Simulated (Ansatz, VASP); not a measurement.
# Zr: VASP beside Ansatz

File INCAR:

```
SYSTEM = Zr
PREC = Accurate
ENCUT = 520
EDIFF = 1E-8
ISMEAR = -1
SIGMA = 0.08
LREAL = .FALSE.
LASPH = .TRUE.
NELM = 80
ALGO = Normal
ISIF = 2
LWAVE = .FALSE.
LCHARG = .FALSE.
GGA = PS
LEFG = .TRUE.
NBANDS = 12
```

File KPOINTS:

```
regular mesh
0
G
  14 14 14
  0 0 0
```

POSCAR

```
Zr
1.0
   -1.8039464431      1.8039464431      1.8039464431
    1.8039464431     -1.8039464431      1.8039464431
    1.8039464431      1.8039464431     -1.8039464431
Zr
1
Direct
    0.0000000000      0.0000000000      0.0000000000
```

Input for Ansatz:

```yaml
crystal:
  lattice:
    - [-1.8039464431, 1.8039464431, 1.8039464431]
    - [1.8039464431, -1.8039464431, 1.8039464431]
    - [1.8039464431, 1.8039464431, -1.8039464431]
  atoms:
    - { symbol: Zr, position: [0.0, 0.0, 0.0] }
kpoints:
  mp_grid: { grid: [14, 14, 14] }
scf:
  occupations: { method: fermi_dirac, width: 0.08 }
hamiltonian:
  xc: pbesol
  pseudopotentials: { kind: paw }
output:
  forces: true
  stress: true
  eigenvalues: true
  efg: { contact_densities: true }
```

Change from the starting cell: volume scaled by 0.99, PAW files.

Alike in both runs: task electric field gradients; functional PBEsol; k mesh 14 × 14 × 14; occupations fermi-dirac, width 0.08 eV; no spin polarisation.

```csv
,VASP,Ansatz
version,VASP 6.6.1,Ansatz 0.2.0
potentials or method,"VASP PAW PBE potentials, release 64 (Zr_sv)","PAW with Ansatz's default frozen-core files, scalar-relativistic"
plane-wave cutoff (eV),520,420
valence electrons in the cell,12,12
```

VASP gave:

| Item | Value |
| --- | --- |
| pressure (GPa) | -5.9 |

Question: What did Ansatz give for the same quantities?

Answer: Pressure (GPa): -6.0.

VASP's potentials were made for PBE, not for PBEsol. The functional is the same, so the differences come from potentials, cutoffs and numerics.
